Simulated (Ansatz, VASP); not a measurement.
## ZnO: VASP beside Ansatz

```
Zn O
1.0
     2.97730    0.00000    0.00000
    -1.48865    2.57841    0.00000
     0.00000    0.00000    6.19845
Zn O
2 2
Direct
  0.33333 0.66667 0.00000
  0.66667 0.33333 0.50000
  0.33333 0.66667 0.38210
  0.66667 0.33333 0.88210
```

Alike in both runs: task single point; functional r2SCAN; k mesh 12 × 12 × 6; occupations gaussian, width 0.05 eV; no spin polarisation.

|  | VASP | Ansatz |
| --- | --- | --- |
| version | VASP 6.6.1 | Ansatz 0.2.0 |
| potentials or method | VASP PAW PBE potentials, release 64 (Zn, O), cutoff 520 eV | scalar-relativistic, plane waves, PAW |
| valence electrons in the cell | 36 | 36 |

```tsv
	VASP	Ansatz	Ansatz less VASP
gap on the k mesh at the Fermi level (eV)	0.35	0.38	+0.025
least direct gap on the mesh (eV)	0.35	0.38	+0.025
pressure (GPa)	12.8	11.4	-1.43
traceless stress, the component that is largest in VASP (GPa)	-31.19	-29.93	+1.253
rms of the force components (eV/Å)	0.613	0.538	-0.0757
```

VASP's potentials were made for PBE, not for r2SCAN. Atom by atom the forces differ by 0.076 eV/Å (rms over components). With one functional, cell and mesh, what is left measures potentials, basis and numerics.
